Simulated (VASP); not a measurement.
Input of a VASP 6.6.1 run:

File INCAR:

```
SYSTEM = HgTe
PREC = Accurate
ENCUT = 520
EDIFF = 1E-6
ISMEAR = -1
SIGMA = 0.05
LREAL = .FALSE.
LASPH = .TRUE.
NELM = 80
ALGO = Normal
ISIF = 2
LWAVE = .FALSE.
LCHARG = .TRUE.
GGA = B5
ALDAX = 1.0
AGGAX = 1.0
AGGAC = 1.0
ALDAC = 0.0
LELF = .TRUE.
LVHAR = .TRUE.
NBANDS = 26
```

The input KPOINTS:

```
regular mesh
0
G
  6 6 4
  0 0 0
```

POSCAR

```
HgTe
1.0
    2.9925200000     -3.4669300000      0.0000000000
    2.9925200000      3.4669300000      0.0000000000
    0.0000000000      0.0000000000      5.7981600000
Hg Te
2 2
Direct
    0.3430500000      0.6569500000      0.7500000000
    0.6569500000      0.3430500000      0.2500000000
    0.7848100000      0.2151900000      0.7500000000
    0.2151900000      0.7848100000      0.2500000000
```

Potentials or basis: VASP PAW PBE potentials, release 64 (Hg, Te).

The run is started by

```sh
$ cat potpaw_PBE.64/Hg/POTCAR potpaw_PBE.64/Te/POTCAR > POTCAR
$ mpirun -np 1 vasp_std > vasp.out
```

(1) Predict the band gap on the k mesh.

(2) Estimate the pressure.

Answers

(1) zero (bands 18 and 19 overlap by 2.01 eV).

(2) 4.2 GPa.

Caveat: the cell stands under pressure; the PAW data sets were made with another functional, which shifts forces and pressure a little; spin-orbit coupling is left out, which moves the levels of the heavy elements.
